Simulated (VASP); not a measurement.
System: Te2Mo, a slab with vacuum.

```
Te Mo
1.0
     3.56023    0.00000    0.00000
    -1.78012    3.08325    0.00000
     0.00000    0.00000   17.52406
Te Mo
2 1
Cartesian
  0.0000 2.0555 1.7900
  0.0000 2.0555 15.7341
  0.0000 0.0000 0.0000
```

Base run:

- Program: VASP 6.6.1
- Functional: LDA
- Potentials or basis: VASP PAW LDA potentials, release 64 (Te, Mo_sv)
- Cutoff: 520 eV
- k mesh: 9 × 9 × 2
- Occupations: fermi-dirac, width 0.05 eV
- Spin: no spin polarisation

Its results: band gap on the k mesh 1.04 eV; largest force 0.370 eV/Å.

Task: The run is repeated on the same cell with these changes: functional from LDA to r2SCAN; potentials or basis from VASP PAW LDA potentials, release 64 (Te, Mo_sv) to VASP PAW PBE potentials, release 64 (Te, Mo_sv). What comes out?

Result: Band gap on the k mesh 1.13 eV; largest force 0.019 eV/Å.

Caveats: spin-orbit coupling is left out, which moves the levels of the heavy elements; the PAW data sets were made with another functional, which shifts forces and pressure a little (at least some runs).

A k mesh can miss the band edges.
